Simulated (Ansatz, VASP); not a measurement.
# Na in VASP and in Ansatz

Contents of INCAR:

```
ALGO = Normal
EDIFF = 1E-6
ENCUT = 520
GGA = PE
ISIF = 2
ISMEAR = 0
LASPH = True
LCHARG = False
LREAL = False
LWAVE = False
NBANDS = 10
NELM = 60
PREC = Accurate
SIGMA = 0.15
```

File KPOINTS:

```
k-points
0
Gamma
  16 16 16
```

File POSCAR:

```
Na
1.0
   -2.1175000000      2.1175000000      2.1492625000
    2.1175000000     -2.1175000000      2.1492625000
    2.1175000000      2.1175000000     -2.1492625000
Na
1
Direct
    0.0000000000      0.0000000000      0.0000000000
```

Input for Ansatz:

```yaml
crystal:
  lattice:
    - [-2.1175, 2.1175, 2.1492625]
    - [2.1175, -2.1175, 2.1492625]
    - [2.1175, 2.1175, -2.1492625]
  atoms:
    - { symbol: Na, position: [0.0, 0.0, 0.0] }
basis:
  ecutwfc: 420
kpoints:
  mp_grid: { grid: [16, 16, 16] }
hamiltonian:
  xc: pbe
scf:
  occupations: { method: gaussian, width: 0.15 }
output:
  forces: true
  stress: true
  eigenvalues: true
```

Change from the starting cell: strain +0.000 along x and y, +0.015 along z, atoms carried along.

Alike in both runs: task single point; functional PBE; k mesh 16 × 16 × 16; occupations gaussian, width 0.15 eV; no spin polarisation.

|  | VASP | Ansatz |
| --- | --- | --- |
| version | VASP 6.6.1 | Ansatz 0.2.0 |
| potentials or method | VASP PAW PBE potentials, release 64 (Na_pv), cutoff 520 eV | scalar-relativistic, plane waves, PAW |
| valence electrons in the cell | 7 | 9 |

|  | VASP | Ansatz | Ansatz less VASP |
| --- | --- | --- | --- |
| gap on the k mesh at the Fermi level (eV) | none | none | - |
| pressure (GPa) | -0.3 | -0.3 | +0.02 |

A gap of «none» marks a metal or a gap that the smearing closes. VASP's potentials hold 7 valence electrons a cell and Ansatz's 9, so a difference there can come from the potentials and not from the codes.
